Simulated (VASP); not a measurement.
Wanted: the native input for a VASP 6.6.1 run.

```yaml
Task: single point
Functional: PBE
Potentials_or_basis: VASP PAW PBE potentials, release 64 (Ir_sv_GW, F)
Cutoff: 520 eV
k_mesh: 10 × 10 × 1
Occupations: gaussian, width 0.1 eV
Spin: no spin polarisation
Dipole_correction: yes
Further_INCAR_settings: ALGO = Normal; EDIFF = 1e-06; NBANDS = 37; NELMDL = -8
```

The structure of Ir3F lies in POSCAR:

```
Ir3F
1.0
    2.7367600872      0.0000000000      0.0000000000
    0.0000000000      2.7367600872      0.0000000000
    0.0000000000      0.0000000000     19.1883373424
Ir F
3 1
Direct
    0.5000000000      0.5000000000      0.2084599582
    0.0000000000      0.0000000000      0.3045662607
    0.5000000000      0.5000000000      0.4006776202
    0.5000000000      0.6666666667      0.4971597545
```

These files were run (other wordings do the same):

INCAR

```
PREC = Accurate ; ENCUT = 520
EDIFF = 1E-6 ; ISMEAR = 0
SIGMA = 0.1 ; LREAL = False
LASPH = True ; NELM = 120
ALGO = Normal ; ISIF = 2
LWAVE = False ; LCHARG = False
LDIPOL = True ; IDIPOL = 3
DIPOL = 0.5 0.5 0.353 ; GGA = PE
NBANDS = 37 ; GGA_COMPAT = False
NELMDL = -8
```

KPOINTS

```
regular mesh
0
Gamma
  10 10 1
```

Potentials or basis: VASP PAW PBE potentials, release 64 (Ir_sv_GW, F).

Launch:

```bash
$ cat potpaw_PBE.64/Ir_sv_GW/POTCAR potpaw_PBE.64/F/POTCAR > POTCAR
$ mpirun -np 1 vasp_std > vasp.out
```

Results of the run:

* Largest force: 0.436 eV/Å
* Band gap on the k mesh: zero (bands 29 and 30 overlap by 2.30 eV)

Caveat: spin-orbit coupling is left out, which moves the levels of the heavy elements.

It took 11 min on 1 thread of AMD EPYC 7R43 64-Core Processor (Zen 3), with other jobs on the host, peak memory 0.29 GiB.
